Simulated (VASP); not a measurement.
# SrO (Fm-3m) in VASP: further runs

Runs on SrO. Level: PBEsol. Tasks: single point.

All numbers are computed with VASP 6.6.1; they aren't measurements. Logs are shortened: lines on timing, memory, paths and dates and some standing lists are left out, and cuts for length are marked.

## 1. The cell of the first run

It takes space group Fm-3m (No. 225, cubic). The conventional cell has a = 4.952 Å, b = 4.952 Å, c = 4.952 Å, α = 90.00°, β = 90.00°, γ = 90.00°. Within 3.3 Å of Sr (site symmetry m-3m) lie 6 O at 2.48 Å. Within 3.3 Å of O (site symmetry m-3m) lie 6 Sr at 2.48 Å.

## 2. Single point, PBEsol (Mg replaced by Sr, lengths x 1.157, strained)

INCAR

```
PREC = Accurate
ENCUT = 520
EDIFF = 1E-7
ISMEAR = 0
SIGMA = 0.1
LREAL = F
LASPH = T
NELM = 100
ALGO = Normal
ISIF = 2
LWAVE = F
LCHARG = T
GGA = PS
LELF = T
LVHAR = T
NBANDS = 15
```

KPOINTS

```
regular mesh
0
Gamma
  6 6 6
```

POSCAR

```
SrO
1.0
    0.0000000000      2.4759652423      2.4759652423
    2.4759652423      0.0000000000      2.4759652423
    2.4759652423      2.4759652423      0.0000000000
Sr O
1 1
Direct
    0.0000000000      0.0000000000      0.0000000000
    0.5000000000      0.5000000000      0.5000000000
```

Potentials or basis: VASP PAW PBE potentials, release 64 (Sr_sv, O).

The run is started by

```console
cat potpaw_PBE.64/Sr_sv/POTCAR potpaw_PBE.64/O/POTCAR > POTCAR
mpirun -np 1 vasp_std > vasp.out
```

OUTCAR:

```text
PREC = Accurate
   ENCUT = 520
   EDIFF = 1E-7
   ISMEAR = 0
   LREAL = F
   LASPH = T
   NELM = 100
   ISIF = 2
   GGA = PS

 ion  position               nearest neighbor table
   1  0.000  0.000  0.000-   2 2.48   2 2.48   2 2.48   2 2.48   2 2.48   2 2.48
   2  0.500  0.500  0.500-   1 2.48   1 2.48   1 2.48   1 2.48   1 2.48   1 2.48

  LATTYP: Found a face centered cubic cell.
 ALAT       =     4.9519304846

  Lattice vectors:

 A1 = (   0.0000000000,   2.4759652423,   2.4759652423)
 A2 = (   2.4759652423,   0.0000000000,   2.4759652423)
 A3 = (   2.4759652423,   2.4759652423,   0.0000000000)

Analysis of symmetry for initial positions (statically):
=====================================================================
 Subroutine PRICEL returns:
 Original cell was already a primitive cell.

 Routine SETGRP: Setting up the symmetry group for a
 face centered cubic supercell.

 Subroutine GETGRP returns: Found 48 space group operations
 (whereof 48 operations were pure point group operations)
 out of a pool of 48 trial point group operations.

The static configuration has the point symmetry O_h .

Analysis of symmetry for dynamics (positions and initial velocities):
=====================================================================
 Subroutine PRICEL returns:
 Original cell was already a primitive cell.

 Routine SETGRP: Setting up the symmetry group for a
 face centered cubic supercell.

 Subroutine GETGRP returns: Found 48 space group operations
 (whereof 48 operations were pure point group operations)
 out of a pool of 48 trial point group operations.

The dynamic configuration has the point symmetry O_h .

 Subroutine INISYM returns: Found 48 space group operations
 (whereof 48 operations are pure point group operations),
 and found     1 'primitive' translations

----------------------------------------------------------------------------------------

                                     Primitive cell

  volume of cell :      30.3573

  direct lattice vectors                    reciprocal lattice vectors
     0.000000000  2.475965242  2.475965242    -0.201941445  0.201941445  0.201941445
     2.475965242  0.000000000  2.475965242     0.201941445 -0.201941445  0.201941445
     2.475965242  2.475965242  0.000000000     0.201941445  0.201941445 -0.201941445

  length of vectors
     3.501543626  3.501543626  3.501543626     0.349772844  0.349772844  0.349772844

  position of ions in fractional coordinates (direct lattice)
     0.000000000  0.000000000  0.000000000
     0.500000000  0.500000000  0.500000000

  ion indices of the primitive-cell ions
   primitive index   ion index
                 1           1
                 2           2

----------------------------------------------------------------------------------------

 KPOINTS: regular mesh

Automatic generation of k-mesh.
 Grid dimensions read from file:
 generate k-points for:    6    6    6

 Generating k-lattice:

  Cartesian coordinates                     Fractional coordinates (reciprocal lattice)
    -0.033656908  0.033656908  0.033656908     0.166666667  0.000000000  0.000000000
     0.033656908 -0.033656908  0.033656908     0.000000000  0.166666667  0.000000000
     0.033656908  0.033656908 -0.033656908     0.000000000  0.000000000  0.166666667

  Length of vectors
     0.058295474  0.058295474  0.058295474

  Shift w.r.t. Gamma in fractional coordinates (k-lattice)
     0.000000000  0.000000000  0.000000000

 Subroutine IBZKPT returns following result:
 ===========================================

 Found     16 irreducible k-points:

 Following reciprocal coordinates:
            Coordinates               Weight
  0.000000  0.000000  0.000000      1.000000
  0.166667  0.000000  0.000000      8.000000
  0.333333  0.000000  0.000000      8.000000
  0.500000  0.000000  0.000000      4.000000
  0.166667  0.166667  0.000000      6.000000
  0.333333  0.166667  0.000000     24.000000
[... 8 lines left out ...]
 -0.333333  0.333333  0.166667     24.000000
 -0.333333  0.500000  0.166667     12.000000
   k-points           NKPTS =     16   k-points in BZ     NKDIM =     16   number of bands    NBANDS=     15
   number of dos      NEDOS =    301   number of ions     NIONS =      2
   total plane-waves  NPLWV =  21952
   dimension x,y,z NGX =    28 NGY =   28 NGZ =   28
   dimension x,y,z NGXF=    56 NGYF=   56 NGZF=   56
   ions per type =               1   1
   NGX,Y,Z   is equivalent  to a cutoff of  13.29, 13.29, 13.29 a.u.
   NGXF,Y,Z  is equivalent  to a cutoff of  26.59, 26.59, 26.59 a.u.
 SYSTEM =  unknown system
   PREC   = accura    normal or accurate (medium, high low for compatibility)
   ISTART =      0    job   : 0-new  1-cont  2-samecut
   ICHARG =      2    charge: 1-file 2-atom 10-const
   ISPIN  =      1    spin polarized calculation?
   LNONCOLLINEAR =      F non collinear calculations
   LSORBIT =      F    spin-orbit coupling
   LASPH  =      T    aspherical Exc in radial PAW
   ENCUT  =  520.0 eV  38.22 Ry    6.18 a.u.   6.51  6.51  6.51*2*pi/ulx,y,z
   NELM   =    100;   NELMIN=  2; NELMDL= -5     # of ELM steps
   EDIFF  = 0.1E-06   stopping-criterion for ELM
   LREAL  =      F    real-space projection
   EDIFFG = 0.1E-05   stopping-criterion for IOM
   NSW    =      0    number of steps for IOM
   IBRION =     -1    ionic relax: 0-MD 1-quasi-New 2-CG
   NFREE  =      0    steps in history (QN), initial steepest desc. (CG)
   ISIF   =      2    stress and relaxation
   ISYM   =      2    0-nonsym 1-usesym 2-fastsym
   POTIM  = 0.5000    time-step for ionic-motion
   TEBEG  =    0.0;   TEEND  =   0.0 temperature during run
   PSTRESS=    0.0 pullay stress
   NELECT =      16.0000    total number of electrons
   NUPDOWN=      -1.0000    fix difference up-down
   EMIN   =  10.00;   EMAX   =-10.00  energy-range for DOS
   EFERMI =   0.00;   METHOD = LEGACY
   ISMEAR =     0;   SIGMA  =   0.10  broadening in eV -4-tet -1-fermi 0-gaus
   EFERMI_NEDOS =   21; number of points for ismear=-14 and -15
   IALGO  =     38    algorithm
   IMIX   =      4    mixing-type and parameters
     AMIX     =   0.40;   BMIX     =  1.00
     AMIX_MAG =   1.60;   BMIX_MAG =  1.00
  volume/ion in A,a.u.               =      15.18       102.43
  Fermi-wavevector in a.u.,A,eV,Ry     =   1.322392  2.498959 23.792796  1.748721
  Thomas-Fermi vector in A             =   2.452077
   LORBIT       =      0    0 simple, 1 ext, 2 COOP (PROOUT), +10 PAW based schemes
   GGA     = PS    functional components
   LHFCALC =     F    Hartree Fock is set to
   AEXX    =    0.0000 exact exchange contribution
   IVDW    =     0    specifies the selected vdW correction
   LEPSILON=     F    determine dielectric tensor
   LRPA    =     F    only Hartree local field effects (RPA)
 non-spin polarized calculation
 Gauss-broadening in eV      SIGMA  =   0.10
  energy-cutoff  :      520.00
  volume of cell :       30.36
 maximum number of plane-waves:       869
 NGX is ok and might be reduce to    28
   NGX = 13   NGY = 13   NGZ = 13

 number of electron      16.0000005 magnetization

 Free energy of the ion-electron system (eV)
  ---------------------------------------------------
  ext. energy  EPLUGINS =         0.00000000
  ---------------------------------------------------
  free energy    TOTEN  =       -12.50950507 eV

  energy without entropy =      -12.50950507  energy(sigma->0) =      -12.50950507

 E-fermi :   2.6623     XC(G=0): -10.8308

 val. band max:        2.0730572034   @ k =   0.5000   0.5000   0.0000
 cond. band min:       5.1011288620   @ k =   0.5000   0.5000   0.0000
 fundamental gap:      3.0280716586
 Fermi energy:         2.6623405450

 k-point     1 :       0.0000    0.0000    0.0000
  band No.  band energies     occupation
      1     -29.8263      2.00000
      2     -13.0769      2.00000
      3     -11.3291      2.00000
      4     -11.3291      2.00000
      5     -11.3291      2.00000
      6       2.0627      2.00000
      7       2.0627      2.00000
      8       2.0627      2.00000
      9       6.7363      0.00000
     10       8.4404      0.00000
     11       8.4404      0.00000
     12       8.4404      0.00000
     13      10.9077      0.00000
     14      10.9077      0.00000
     15      15.0707      0.00000

 k-point     2 :       0.1667    0.0000    0.0000
  band No.  band energies     occupation
      1     -29.7693      2.00000
      2     -13.6898      2.00000
      3     -11.3562      2.00000
      4     -11.3562      2.00000
      5     -10.8460      2.00000
      6       1.2606      2.00000
      7       1.6505      2.00000
      8       1.6505      2.00000
      9       7.9730      0.00000
     10       8.2283      0.00000
     11       9.0554      0.00000
     12       9.0554      0.00000
     13      11.7584      0.00000
     14      11.7584      0.00000
     15      16.9827      0.00000

 k-point     3 :       0.3333    0.0000    0.0000
  band No.  band energies     occupation
      1     -29.6526      2.00000
      2     -14.5285      2.00000
      3     -11.4088      2.00000
      4     -11.4088      2.00000
      5     -10.2692      2.00000
      6       0.0902      2.00000
      7       0.9599      2.00000
      8       0.9599      2.00000
      9       8.5364      0.00000
     10      10.2046      0.00000
     11      10.5703      0.00000
     12      10.5703      0.00000
     13      13.6243      0.00000
     14      13.6243      0.00000
     15      19.2317      0.00000

 k-point     4 :       0.5000    0.0000    0.0000
  band No.  band energies     occupation
      1     -29.5926      2.00000
      2     -14.8716      2.00000
      3     -11.4343      2.00000
      4     -11.4343      2.00000
      5     -10.0571      2.00000
      6      -0.3946      2.00000
      7       0.6607      2.00000
      8       0.6607      2.00000
      9       9.0395      0.00000
     10      11.2767      0.00000
     11      11.5607      0.00000
     12      11.5607      0.00000
     13      15.1566      0.00000
     14      15.1566      0.00000
     15      18.5909      0.00000
[... 163 lines left out ...]
 k-point    14 :       0.5000    0.3333    0.1667
  band No.  band energies     occupation
      1     -29.5794      2.00000
      2     -14.2397      2.00000
      3     -11.9459      2.00000
      4     -11.7050      2.00000
      5     -10.7031      2.00000
      6       0.6163      2.00000
      7       1.0957      2.00000
      8       1.7592      2.00000
      9       7.1641      0.00000
     10       9.9459      0.00000
     11      11.6357      0.00000
     12      12.1767      0.00000
     13      13.8456      0.00000
     14      15.2986      0.00000
     15      17.6716      0.00000

 k-point    15 :      -0.3333    0.3333    0.1667
  band No.  band energies     occupation
      1     -29.5408      2.00000
      2     -14.2334      2.00000
      3     -12.1141      2.00000
      4     -11.9196      2.00000
      5     -10.6466      2.00000
      6       0.5447      2.00000
      7       1.3987      2.00000
      8       1.4917      2.00000
      9       8.5397      0.00000
     10       8.6687      0.00000
     11      11.9668      0.00000
     12      12.9772      0.00000
     13      14.5993      0.00000
     14      16.3512      0.00000
     15      17.0008      0.00000

 k-point    16 :      -0.3333    0.5000    0.1667
  band No.  band energies     occupation
      1     -29.5243      2.00000
      2     -13.7404      2.00000
      3     -12.5282      2.00000
      4     -12.0972      2.00000
      5     -10.9729      2.00000
      6       1.0477      2.00000
      7       1.7890      2.00000
      8       1.8226      2.00000
      9       6.7085      0.00000
     10      10.0962      0.00000
     11      11.3989      0.00000
     12      14.0495      0.00000
     13      14.1726      0.00000
     14      16.3663      0.00000
     15      16.7967      0.00000

------------------------ aborting loop because EDIFF is reached ----------------------------------------

  FORCE on cell =-STRESS in cart. coord.  units (eV):
  Direction    XX          YY          ZZ          XY          YZ          ZX
  --------------------------------------------------------------------------------------
  -------------------------------------------------------------------------------------
  Total        2.4660927      2.4660927      2.4660927      0.0000000      0.0000000     -0.0000000
  in kB      130.1536493    130.1536493    130.1536493      0.0000000      0.0000000     -0.0000000
  external PRESSURE =     130.1536493 kB  Pullay stress =       0.0000000 kB

 VOLUME and BASIS-vectors are now :
 -----------------------------------------------------------------------------
  energy-cutoff  :      520.00
  volume of cell :       30.36
      direct lattice vectors                 reciprocal lattice vectors
     0.000000000  2.475965242  2.475965242    -0.201941445  0.201941445  0.201941445
     2.475965242  0.000000000  2.475965242     0.201941445 -0.201941445  0.201941445
     2.475965242  2.475965242  0.000000000     0.201941445  0.201941445 -0.201941445

 POSITION                                       TOTAL-FORCE (eV/Angst)
 -----------------------------------------------------------------------------------
      0.00000      0.00000      0.00000         0.000000     -0.000000     -0.000000
      2.47597      2.47597      2.47597        -0.000000      0.000000      0.000000
 -----------------------------------------------------------------------------------
    total drift:                                0.000000      0.000000      0.000000

  FREE ENERGIE OF THE ION-ELECTRON SYSTEM (eV)
  ---------------------------------------------------
  free  energy   TOTEN  =       -12.5095050693 eV

  energy  without entropy=      -12.5095050693  energy(sigma->0) =      -12.50950507
```

Wall time 10 s (1 thread of Intel Xeon Platinum 8488C (Sapphire Rapids), shared host); peak memory 0.15 GiB.

Results:

```
Free energy            : -12.5095 eV
Pressure               : 13.0 GPa
Band gap on the k mesh : 3.03 eV, direct
```

Caveat: the cell differs from its parent crystal (Mg replaced by Sr, lengths x 1.157, strained); the PAW data sets were made with another functional, which shifts forces and pressure a little.

## 3. Single point, PBEsol (Mg replaced by Sr, lengths x 1.157, strained)

INCAR

```
PREC = Accurate
ENCUT = 520
EDIFF = 1E-6
ISMEAR = 0
SIGMA = 0.02
LREAL = False
LASPH = True
NELM = 80
ALGO = Normal
ISIF = 2
LWAVE = False
LCHARG = False
GGA = PS
NBANDS = 15
```

KPOINTS

```
Automatic mesh
0
Gamma
  8 8 8
```

POSCAR is that of step 2.

Potentials or basis: VASP PAW PBE potentials, release 64 (Sr_sv, O).

The run is started by

```console
cat potpaw_PBE.64/Sr_sv/POTCAR potpaw_PBE.64/O/POTCAR > POTCAR
mpirun -np 1 vasp_std > vasp.out
```

Wall time 12 s (1 thread of Intel Xeon Platinum 8488C (Sapphire Rapids), shared host); peak memory 0.16 GiB.

Results (log left out):

| Property | Result |
| --- | --- |
| Free energy | -12.5096 eV |
| Pressure | 13.0 GPa |
| Band gap on the k mesh | 3.03 eV, direct |

Levels at points of the mesh, in eV from the valence-band top:
```
           k point  band 4  band 5  band 6  band 7  band 8  band 9  band 10  band 11  band 12  band 13
(0.00, 0.00, 0.00)  -13.40  -13.40   -0.01   -0.01   -0.01    4.66     6.37     6.37     6.37     8.84
(0.50, 0.00, 0.00)  -13.51  -12.13   -2.47   -1.41   -1.41    6.97     9.20     9.49     9.49    13.08
(0.50, 0.50, 0.00)  -13.94  -13.94   -0.20    0.00    0.00    3.03     8.66    10.94    11.25    12.08
```

Caveat: the cell differs from its parent crystal (Mg replaced by Sr, lengths x 1.157, strained); the PAW data sets were made with another functional, which shifts forces and pressure a little.

(Continued in part 2 of 2.)
